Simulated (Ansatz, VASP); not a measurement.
## Sr2HfO2: VASP beside Ansatz

```xyz
5
Lattice="4.7814 0.0000 0.0000 0.0000 4.7814 0.0000 0.0000 0.0000 6.0902" Properties=species:S:1:pos:R:3 pbc="T T T"
Sr    0.0000    0.0000    0.0000
Sr    2.3907    2.3907    0.0000
Hf    2.3907    2.3907    3.0451
O     0.0000    0.0000    3.7430
O     0.0000    0.0000    2.3472
```

Alike in both runs: functional PBE; k mesh 8 × 8 × 6; occupations gaussian, width 0.1 eV; no spin polarisation.

Ansatz relaxed the structure, and its values are those at the end. VASP's run is a single point on that final structure, the one shown.

|  | VASP | Ansatz |
| --- | --- | --- |
| version | VASP 6.6.1 | Ansatz 0.2.0 |
| potentials or method | VASP PAW PBE potentials, release 64 (Sr_sv, Hf_pv, O), cutoff 520 eV | scalar-relativistic, plane waves, PAW |
| valence electrons in the cell | 42 | 58 |

```csv
,VASP,Ansatz,Ansatz less VASP
gap on the k mesh at the Fermi level (eV),none,none,-
pressure (GPa),0.2,0.0,-0.19
rms of the force components (eV/Å),0.077,0.000,-0.0769
```

A gap of «none» marks a metal or a gap that the smearing closes. VASP's potentials hold 42 valence electrons a cell and Ansatz's 58, so a difference there can come from the potentials and not from the codes.

Spin-orbit coupling is off throughout.
